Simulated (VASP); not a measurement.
Crystal: BN (zincblende type).

```xyz
2
Lattice="0.0000 2.1544 2.1544 2.1544 0.0000 2.1544 2.1544 2.1544 0.0000" Properties=species:S:1:pos:R:3 pbc="T T T"
B     0.0000    0.0000    0.0000
N     1.0772    1.0772    1.0772
```

| Item | Value |
| --- | --- |
| Program | VASP 6.6.1 |
| Task | relaxation of cell and atoms |
| Functional | r2SCAN |
| Potentials or basis | VASP PAW PBE potentials, release 64 (B, N) |
| Cutoff | 600 eV |
| k mesh | 15 × 15 × 15 |
| Occupations | fermi-dirac, width 0.08 eV |
| Spin | no spin polarisation |

At the start: pressure -74.9 GPa; volume 10.00 Å³/atom.

Question: Where does the relaxation end?

Answer: Over 6 steps the energy falls by 1476.7 meV/atom and the volume is 5.90 Å³/atom (-41.0 %); space group F-43m (No. 216, to 0.1 Å) before and after.

Step by step:
```tsv
step	energy change (eV)	largest force (eV/Å)	pressure (GPa)	volume (Å³)
1	0.0000	0.0000	-74.91	20.00
2	-2.0167	0.0000	143.52	9.29
3	-2.9522	0.0000	-3.47	11.91
4	-2.9533	0.0000	0.92	11.77
5	-2.9533	0.0000	-0.89	11.83
6	-2.9534	0.0000	0.01	11.80
```

Final structure:
```xyz
2
Lattice="0.0000 1.8070 1.8070 1.8070 0.0000 1.8070 1.8070 1.8070 0.0000" Properties=species:S:1:pos:R:3 pbc="T T T"
B     0.0000    0.0000    0.0000
N     0.9035    0.9035    0.9035
```

Caveat: the volume moved by over 15 % at a fixed basis, so the end points are rough; the PAW data sets were made with another functional, which shifts forces and pressure a little.
